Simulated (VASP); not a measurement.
# MgS (P-6m2) in VASP: notebook

The runs below take MgS through single point, relaxation of cell and atoms, with PBE.

Program: VASP 6.6.1. These are calculated values, not measurements. Logs are shortened: lines on timing, memory, paths and dates and some standing lists are left out, and cuts for length are marked.

### 1 The cell of the first run

It takes space group P-6m2 (No. 187, hexagonal). The conventional cell has a = 3.613 Å, b = 3.613 Å, c = 3.307 Å, α = 90.00°, β = 90.00°, γ = 120.00°. Mg (site symmetry -6m2) has 6 S at 2.66 Å and 8 Mg at 3.31 to 3.61 Å within 3.7 Å. Within 3.7 Å of S (site symmetry -6m2) lie 6 Mg at 2.66 Å and 8 S at 3.31 to 3.61 Å.

The cell was generated, and may not be a known phase.

### 2 Single point, PBE

INCAR

```
SYSTEM = MgS
PREC = Accurate
ENCUT = 520
EDIFF = 1E-6
ISMEAR = 0
SIGMA = 0.1
LREAL = .FALSE.
LASPH = .TRUE.
NELM = 100
ALGO = Normal
ISIF = 2
LWAVE = .FALSE.
LCHARG = .FALSE.
GGA = PE
NBANDS = 11
```

KPOINTS

```
Automatic mesh
0
G
  6 6 6
  0 0 0
```

POSCAR

```
MgS
1.0
    3.6127320043      0.0000000000      0.0000000000
   -1.8063660022      3.1287176928      0.0000000000
    0.0000000000      0.0000000000      3.3065990122
Mg S
1 1
Direct
    0.3333333333      0.6666666667      0.5000000000
    0.0000000000      0.0000000000      0.0000000000
```

Potentials or basis: VASP PAW PBE potentials, release 64 (Mg, S).

On the command line:

```console
cat potpaw_PBE.64/Mg/POTCAR potpaw_PBE.64/S/POTCAR > POTCAR
mpirun -np 1 vasp_std > vasp.out
```

OUTCAR:

```text
SYSTEM = MgS
   PREC = Accurate
   ENCUT = 520
   EDIFF = 1E-6
   ISMEAR = 0
   LREAL = .FALSE.
   LASPH = .TRUE.
   NELM = 100
   ISIF = 2
   GGA = PE

 ion  position               nearest neighbor table
   1  0.333  0.667  0.500-   2 2.66   2 2.66   2 2.66   2 2.66   2 2.66   2 2.66
   2  0.000  0.000  0.000-   1 2.66   1 2.66   1 2.66   1 2.66   1 2.66   1 2.66

  LATTYP: Found a hexagonal cell.
 ALAT       =     3.6127320043
 C/A-ratio  =     0.9152627453

  Lattice vectors:

 A1 = (   3.6127320043,   0.0000000000,   0.0000000000)
 A2 = (  -1.8063660022,   3.1287176928,   0.0000000000)
 A3 = (   0.0000000000,   0.0000000000,   3.3065990122)

Analysis of symmetry for initial positions (statically):
=====================================================================
 Subroutine PRICEL returns:
 Original cell was already a primitive cell.

 Routine SETGRP: Setting up the symmetry group for a
 hexagonal supercell.

 Subroutine GETGRP returns: Found 12 space group operations
 (whereof 12 operations were pure point group operations)
 out of a pool of 24 trial point group operations.

The static configuration has the point symmetry D_3h.

Analysis of symmetry for dynamics (positions and initial velocities):
=====================================================================
 Subroutine PRICEL returns:
 Original cell was already a primitive cell.

 Routine SETGRP: Setting up the symmetry group for a
 hexagonal supercell.

 Subroutine GETGRP returns: Found 12 space group operations
 (whereof 12 operations were pure point group operations)
 out of a pool of 24 trial point group operations.

The dynamic configuration has the point symmetry D_3h.

 Subroutine INISYM returns: Found 12 space group operations
 (whereof 12 operations are pure point group operations),
 and found     1 'primitive' translations

----------------------------------------------------------------------------------------

                                     Primitive cell

  volume of cell :      37.3752

  direct lattice vectors                    reciprocal lattice vectors
     3.612732004  0.000000000  0.000000000     0.276798832  0.159809880  0.000000000
    -1.806366002  3.128717693  0.000000000     0.000000000  0.319619761  0.000000000
     0.000000000  0.000000000  3.306599012     0.000000000  0.000000000  0.302425542

  length of vectors
     3.612732004  3.612732004  3.306599012     0.319619761  0.319619761  0.302425542

  position of ions in fractional coordinates (direct lattice)
     0.333333333  0.666666667  0.500000000
[... 87 lines left out ...]
   TEBEG  =    0.0;   TEEND  =   0.0 temperature during run
   PSTRESS=    0.0 pullay stress
   NELECT =       8.0000    total number of electrons
   NUPDOWN=      -1.0000    fix difference up-down
   EMIN   =  10.00;   EMAX   =-10.00  energy-range for DOS
   EFERMI =   0.00;   METHOD = LEGACY
   ISMEAR =     0;   SIGMA  =   0.10  broadening in eV -4-tet -1-fermi 0-gaus
   EFERMI_NEDOS =   21; number of points for ismear=-14 and -15
   IALGO  =     38    algorithm
   IMIX   =      4    mixing-type and parameters
     AMIX     =   0.40;   BMIX     =  1.00
     AMIX_MAG =   1.60;   BMIX_MAG =  1.00
  volume/ion in A,a.u.               =      18.69       126.11
  Fermi-wavevector in a.u.,A,eV,Ry     =   0.979288  1.850585 13.048045  0.959004
  Thomas-Fermi vector in A             =   2.110129
   LORBIT       =      0    0 simple, 1 ext, 2 COOP (PROOUT), +10 PAW based schemes
   GGA     = PE    functional components
   LHFCALC =     F    Hartree Fock is set to
   AEXX    =    0.0000 exact exchange contribution
   IVDW    =     0    specifies the selected vdW correction
   LEPSILON=     F    determine dielectric tensor
   LRPA    =     F    only Hartree local field effects (RPA)
 non-spin polarized calculation
 Gauss-broadening in eV      SIGMA  =   0.10
  energy-cutoff  :      520.00
  volume of cell :       37.38
 maximum number of plane-waves:      1026
 NGX is ok and might be reduce to    28
   NGX = 13   NGY = 13   NGZ = 13

 number of electron       7.9999999 magnetization

 Free energy of the ion-electron system (eV)
  ---------------------------------------------------
  ext. energy  EPLUGINS =         0.00000000
  ---------------------------------------------------
  free energy    TOTEN  =        -7.99616518 eV

  energy without entropy =       -7.99616518  energy(sigma->0) =       -7.99616518

 E-fermi :   4.4531     XC(G=0):  -9.4094

 val. band max:        3.9811093783   @ k =   0.3333   0.3333   0.0000
 cond. band min:       5.1131848447   @ k =   0.5000   0.0000   0.5000
 fundamental gap:      1.1320754665
 Fermi energy:         4.4530697953

 k-point     1 :       0.0000    0.0000    0.0000
  band No.  band energies     occupation
      1      -9.0867      2.00000
      2       3.1675      2.00000
      3       3.1675      2.00000
      4       3.2215      2.00000
      5       5.9939      0.00000
      6       9.3465      0.00000
      7      11.0144      0.00000
      8      11.0144      0.00000
      9      15.0698      0.00000
     10      17.7803      0.00000
     11      17.8330      0.00000
[... 309 lines left out ...]
 k-point    24 :       0.3333    0.0000    0.5000
  band No.  band energies     occupation
      1      -7.3763      2.00000
      2      -0.7308      2.00000
      3       0.9592      2.00000
      4       3.2009      2.00000
      5       6.2078      0.00000
      6       9.8789      0.00000
      7      10.5801      0.00000
      8      12.1339      0.00000
      9      14.7368      0.00000
     10      16.4343      0.00000
     11      18.5444      0.00000

 [... further k-points ...]

------------------------ aborting loop because EDIFF is reached ----------------------------------------

  FORCE on cell =-STRESS in cart. coord.  units (eV):
  Direction    XX          YY          ZZ          XY          YZ          ZX
  --------------------------------------------------------------------------------------
  -------------------------------------------------------------------------------------
  Total       -0.0748539     -0.0748539     -0.0843827      0.0000000     -0.0000000     -0.0000000
  in kB       -3.2087897     -3.2087897     -3.6172653      0.0000000     -0.0000000     -0.0000000
  external PRESSURE =      -3.3449483 kB  Pullay stress =       0.0000000 kB

 VOLUME and BASIS-vectors are now :
 -----------------------------------------------------------------------------
  energy-cutoff  :      520.00
  volume of cell :       37.38
      direct lattice vectors                 reciprocal lattice vectors
     3.612732004  0.000000000  0.000000000     0.276798832  0.159809880  0.000000000
    -1.806366002  3.128717693  0.000000000     0.000000000  0.319619761  0.000000000
     0.000000000  0.000000000  3.306599012     0.000000000  0.000000000  0.302425542

 POSITION                                       TOTAL-FORCE (eV/Angst)
 -----------------------------------------------------------------------------------
     -0.00000      2.08581      1.65330         0.000000     -0.000000      0.000000
      0.00000      0.00000      0.00000         0.000000      0.000000      0.000000
 -----------------------------------------------------------------------------------
    total drift:                               -0.000000      0.000000      0.000000

  FREE ENERGIE OF THE ION-ELECTRON SYSTEM (eV)
  ---------------------------------------------------
  free  energy   TOTEN  =        -7.9961651848 eV

  energy  without entropy=       -7.9961651848  energy(sigma->0) =       -7.99616518
```

Run time: 7.9 s. Hardware: 1 thread of Intel Xeon Platinum 8488C (Sapphire Rapids), shared host; peak memory 0.15 GiB.

Results:

| Quantity | Value |
| --- | --- |
| Free energy | -7.9962 eV |
| Pressure | -0.3 GPa |
| Band gap on the k mesh | 1.13 eV (least direct gap 2.10 eV) |

Levels at points of the mesh, in eV from the valence-band top:
| k point | band 1 | band 2 | band 3 | band 4 | band 5 | band 6 | band 7 | band 8 |
| --- | --- | --- | --- | --- | --- | --- | --- | --- |
| (0.00, 0.00, 0.00) | -13.07 | -0.81 | -0.81 | -0.76 | 2.01 | 5.37 | 7.03 | 7.03 |
| (0.50, 0.00, 0.00) | -12.00 | -5.23 | -1.78 | -0.09 | 3.03 | 6.53 | 7.81 | 8.52 |
| (0.00, 0.00, 0.50) | -11.97 | -5.74 | -0.10 | -0.10 | 5.35 | 6.90 | 8.24 | 8.24 |
| (0.50, 0.00, 0.50) | -11.10 | -4.21 | -3.78 | -0.97 | 1.13 | 5.52 | 6.28 | 7.75 |

A k mesh can miss the band edges.

### 3 Relaxation of cell and atoms, PBE

INCAR

```
SYSTEM = MgS
PREC = Accurate
ENCUT = 600
EDIFF = 1E-7
ISMEAR = 0
SIGMA = 0.1
LREAL = .FALSE.
LASPH = .TRUE.
NELM = 100
ALGO = Normal
ISIF = 3
LWAVE = .FALSE.
LCHARG = .FALSE.
GGA = PE
IBRION = 2
NSW = 90
EDIFFG = -0.04
```

KPOINTS is that of step 2.

POSCAR

```
MgS
1.0
    3.6115249240      0.0000000000      0.0000000000
   -1.8057624620      3.1276723305      0.0000000000
    0.0000000000      0.0000000000      3.3153620375
Mg S
1 1
Direct
    0.3333333333      0.6666666667      0.5000000000
    0.0000000000      0.0000000000      0.0000000000
```

Potentials or basis: VASP PAW PBE potentials, release 64 (Mg, S).

On the command line:

```console
cat potpaw_PBE.64/Mg/POTCAR potpaw_PBE.64/S/POTCAR > POTCAR
mpirun -np 1 vasp_std > vasp.out
```

It took 14 s on 1 thread of Intel Xeon Platinum 8488C (Sapphire Rapids), shared host; peak memory 0.16 GiB.

It converged, with:

- Free energy: -7.9965 eV
- Relaxed volume: 18.57 Å³/atom
- Relaxed cell: a = 3.607 Å, b = 3.607 Å, c = 3.298 Å, α = 90.00°, β = 90.00°, γ = 120.00°
- Space group after relaxing (to 0.1 Å): P-6m2 (No. 187)
- Energy gained by relaxing: 0.2 meV/atom
- Ionic steps: 2
- Pressure after relaxing: 0.1 GPa
- Band gap on the k mesh: 1.12 eV (least direct gap 2.11 eV)

Stress tensor (GPa, compression positive):
```
0.05 0.00 0.00
0.00 0.05 0.00
0.00 0.00 0.34
```

Step by step:
```
step  energy change (eV)  largest force (eV/Å)  pressure (GPa)  volume (Å³)
   1              0.0000                0.0000           -0.48        37.45
   2             -0.0004                0.0000            0.14        37.15
```

Final structure:
```
Mg S
1.0
     3.60658    0.00000    0.00000
    -1.80329    3.12339    0.00000
     0.00000    0.00000    3.29776
Mg S
1 1
Direct
  0.33333 0.66667 0.50000
  0.00000 0.00000 0.00000
```

Levels at points of the mesh, in eV from the valence-band top:
| k point | band 2 | band 3 | band 4 | band 5 | band 6 | band 7 |
| --- | --- | --- | --- | --- | --- | --- |
| (0.00, 0.00, 0.00) | -0.83 | -0.83 | -0.76 | 2.04 | 5.35 | 7.02 |
| (0.50, 0.00, 0.00) | -5.27 | -1.81 | -0.09 | 3.02 | 6.54 | 7.86 |
| (0.00, 0.00, 0.50) | -5.78 | -0.11 | -0.11 | 5.37 | 6.93 | 8.23 |
| (0.50, 0.00, 0.50) | -4.25 | -3.81 | -0.99 | 1.12 | 5.51 | 6.28 |

### 4 Relaxation of cell and atoms, PBE

This run uses another cell than the first one, of 25.04 Å³/atom.

INCAR

```
PREC = Accurate ; ENCUT = 600
EDIFF = 1E-7 ; ISMEAR = 0
SIGMA = 0.1 ; LREAL = False
LASPH = True ; NELM = 100
ALGO = Normal ; ISIF = 3
LWAVE = False ; LCHARG = False
GGA = PE ; IBRION = 2
NSW = 90 ; EDIFFG = -0.04
```

KPOINTS

```
Automatic mesh
0
Gamma
  6 6 4
```

POSCAR

```
MgS
1.0
    3.3160519500      0.0000000000      0.0000000000
   -1.6580259800      2.8717852300      0.0000000000
    0.0000000000      0.0000000000      5.2581734000
Mg S
1 1
Direct
    0.3333333300      0.6666666700      0.5000000000
    0.0000000000      0.0000000000      0.0000000000
```

On the command line:

```console
cat potpaw_PBE.64/Mg/POTCAR potpaw_PBE.64/S/POTCAR > POTCAR
mpirun -np 1 vasp_std > vasp.out
```

Wall time 2.7 min (1 thread of Intel Xeon Platinum 8488C (Sapphire Rapids), shared host); peak memory 0.19 GiB.

The run converged. Its results:

| Item | Value |
| --- | --- |
| Free energy | -7.9649 eV |
| Relaxed volume | 18.56 Å³/atom |
| Relaxed cell | a = 3.599 Å, b = 3.599 Å, c = 3.310 Å, α = 90.00°, β = 90.00°, γ = 120.00° |
| Space group after relaxing (to 0.1 Å) | P-6m2 (No. 187) |
| Pressure after relaxing | 0.3 GPa |
| Band gap on the k mesh | 1.13 eV (least direct gap 2.06 eV) |

Stress tensor (GPa, compression positive):
```
0.34 0.00 0.00
0.00 0.34 0.00
0.00 0.00 0.08
```

Final structure:
```
Mg S
1.0
     3.59905    0.00000    0.00000
    -1.79953    3.11687    0.00000
     0.00000    0.00000    3.30986
Mg S
1 1
Direct
  0.33333 0.66667 0.50000
  0.00000 0.00000 0.00000
```

Levels at points of the mesh, in eV from the valence-band top:
| k point | band 1 | band 2 | band 3 | band 4 | band 5 | band 6 | band 7 | band 8 |
| --- | --- | --- | --- | --- | --- | --- | --- | --- |
| (0.00, 0.00, 0.00) | -13.07 | -0.78 | -0.76 | -0.76 | 2.06 | 5.37 | 7.10 | 7.10 |
| (0.50, 0.00, 0.00) | -11.98 | -5.23 | -1.74 | -0.10 | 3.08 | 6.52 | 7.85 | 8.49 |
| (0.00, 0.00, 0.50) | -11.97 | -5.76 | -0.05 | -0.05 | 5.44 | 6.96 | 8.29 | 9.02 |
| (0.50, 0.00, 0.50) | -11.08 | -4.21 | -3.78 | -0.93 | 1.13 | 5.56 | 6.32 | 7.80 |

Caveat: the volume moved by over 15 % at a fixed basis, so the end points are rough. A k mesh can miss the band edges.

### 5 Single point, PBE

INCAR

```
  PREC = Accurate
  ENCUT = 520
  EDIFF = 1E-6
  ISMEAR = 0
  SIGMA = 0.02
  LREAL = F
  LASPH = T
  NELM = 60
  ALGO = Normal
  ISIF = 2
  LWAVE = F
  LCHARG = F
  GGA = PE
  NBANDS = 11
```

KPOINTS

```
regular mesh
0
Gamma
  12 12 8
```

POSCAR

```
MgS
1.0
    3.6109059518      0.0000000000      0.0000000000
   -1.8054529759      3.1271362850      0.0000000000
    0.0000000000      0.0000000000      3.3052570093
Mg S
1 1
Direct
    0.3333333333      0.6666666667      0.5000000000
    0.0000000000      0.0000000000      0.0000000000
```

On the command line:

```console
cat potpaw_PBE.64/Mg/POTCAR potpaw_PBE.64/S/POTCAR > POTCAR
mpirun -np 1 vasp_std > vasp.out
```

Run time: 22 s. Hardware: 1 thread of Intel Xeon Platinum 8488C (Sapphire Rapids), shared host; peak memory 0.18 GiB.

Results (log left out):

- Free energy: -8.0022 eV
- Pressure: -0.3 GPa
- Band gap on the k mesh: 1.14 eV (least direct gap 2.11 eV)

Levels at points of the mesh, in eV from the valence-band top:
```
           k point  band 1  band 2  band 3  band 4  band 5  band 6  band 7  band 8
(0.00, 0.00, 0.00)  -13.08   -0.81   -0.81   -0.76    2.02    5.37    7.04    7.04
(0.50, 0.00, 0.00)  -12.00   -5.23   -1.78   -0.09    3.04    6.54    7.83    8.53
(0.00, 0.00, 0.50)  -11.98   -5.74   -0.10   -0.10    5.36    6.91    8.25    8.25
(0.50, 0.00, 0.50)  -11.11   -4.22   -3.78   -0.97    1.14    5.52    6.29    7.76
```

A k mesh can miss the band edges.

(Continued in part 2 of 2.)
